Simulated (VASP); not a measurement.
Write the native input for VASP 6.6.1 that does the following.

```
Task                   : single point
Functional             : PBE
Potentials or basis    : VASP PAW PBE potentials, release 64 (Co, Si)
Cutoff                 : 520 eV
k mesh                 : 10 × 10 × 8
Occupations            : fermi-dirac, width 0.08 eV
Spin                   : no spin polarisation
Dipole correction      : no
Further INCAR settings : ALGO = Normal; EDIFF = 1e-06; NBANDS = 16
```

The structure of CoSi2 (AlB2 type) lies in POSCAR:

```
CoSi2
1.0
    3.6281974994      0.0000000000      0.0000000000
   -1.8140987497      3.1421112044      0.0000000000
    0.0000000000      0.0000000000      2.2213441908
Co Si
1 2
Direct
    0.0000000000      0.0000000000      0.0000000000
    0.3333333333      0.6666666667      0.5000000000
    0.6666666667      0.3333333333      0.5000000000
```

One way to write it, as run:

INCAR

```
  ALGO = Normal
  EDIFF = 1E-6
  ENCUT = 520
  GGA = PE
  ISIF = 2
  ISMEAR = -1
  LASPH = True
  LCHARG = False
  LREAL = False
  LWAVE = False
  NBANDS = 16
  NELM = 100
  PREC = Accurate
  SIGMA = 0.08
```

KPOINTS

```
k-points
0
Gamma
  10 10 8
```

Potentials or basis: VASP PAW PBE potentials, release 64 (Co, Si).

Command:

```bash
$ cat potpaw_PBE.64/Co/POTCAR potpaw_PBE.64/Si/POTCAR > POTCAR
$ mpirun -np 1 vasp_std > vasp.out
```

Results of the run:

| Item | Value |
| --- | --- |
| Pressure | 140.3 GPa |

Run time: 12 s on 1 thread of Intel(R) Xeon(R) 6975P-C (Granite Rapids), on a shared host, peak memory 0.15 GiB.
